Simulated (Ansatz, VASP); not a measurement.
## One calculation of Te, two programs

File INCAR:

```
PREC = Accurate
ENCUT = 520
EDIFF = 1E-6
ISMEAR = -1
SIGMA = 0.1
LREAL = False
LASPH = True
NELM = 80
ALGO = Normal
ISIF = 2
LWAVE = False
LCHARG = True
LELF = True
LVHAR = True
NBANDS = 9
```

The input KPOINTS:

```
Automatic mesh
0
Gamma
  15 15 15
```

Contents of POSCAR:

```
Te
1.0
   -1.6553194919      1.6553194919      1.6553194919
    1.6553194919     -1.6553194919      1.6553194919
    1.6553194919      1.6553194919     -1.6553194919
Te
1
Direct
    0.0000000000      0.0000000000      0.0000000000
```

Input for Ansatz:

```yaml
crystal:
  lattice:
    - [-1.6553194919, 1.6553194919, 1.6553194919]
    - [1.6553194919, -1.6553194919, 1.6553194919]
    - [1.6553194919, 1.6553194919, -1.6553194919]
  atoms:
    - { symbol: Te, position: [0.0, 0.0, 0.0] }
kpoints:
  mp_grid: { grid: [15, 15, 15] }
  band_path:
    path:
      - [0.0, 0.0, 0.0]
      - [0.5, -0.5, 0.5]
      - [0.0, 0.0, 0.5]
      - [0.0, 0.0, 0.0]
      - [0.25, 0.25, 0.25]
      - [0.5, -0.5, 0.5]
      - [0.25, 0.25, 0.25]
      - [0.0, 0.0, 0.5]
    npoints: 8
scf:
  occupations: { method: fermi_dirac, width: 0.1 }
hamiltonian:
  xc: lda
  pseudopotentials: { kind: all_electron, lapw: { basis_error: 0.001 } }
output:
  forces: true
  stress: true
  eigenvalues: true
  populations: true
  dos: { projected: true, de: 0.2, e_range: [-14, 8] }
```

Change from the starting cell: volume scaled by 0.68, LAPW.

Alike in both runs: task single point; functional LDA; k mesh 15 × 15 × 15; occupations fermi-dirac, width 0.1 eV; no spin polarisation.

|  | VASP | Ansatz |
| --- | --- | --- |
| version | VASP 6.6.1 | Ansatz 0.2.0 |
| potentials or method | VASP PAW LDA potentials, release 64 (Te), cutoff 520 eV | all-electron LAPW, scalar-relativistic |

```tsv
	VASP	Ansatz	Ansatz less VASP
pressure (GPa)	64.0	63.1	-0.87
```

LDA's correlation is that of Perdew and Zunger in VASP and of Perdew and Wang (1992) in Ansatz. Both programs put the cell under a high pressure, so it lies far from rest at this level. Ansatz ran all-electron here, and VASP with PAW potentials.

Spin-orbit coupling is off throughout. Noted on VASP's run: the cell as given lies far from equilibrium.
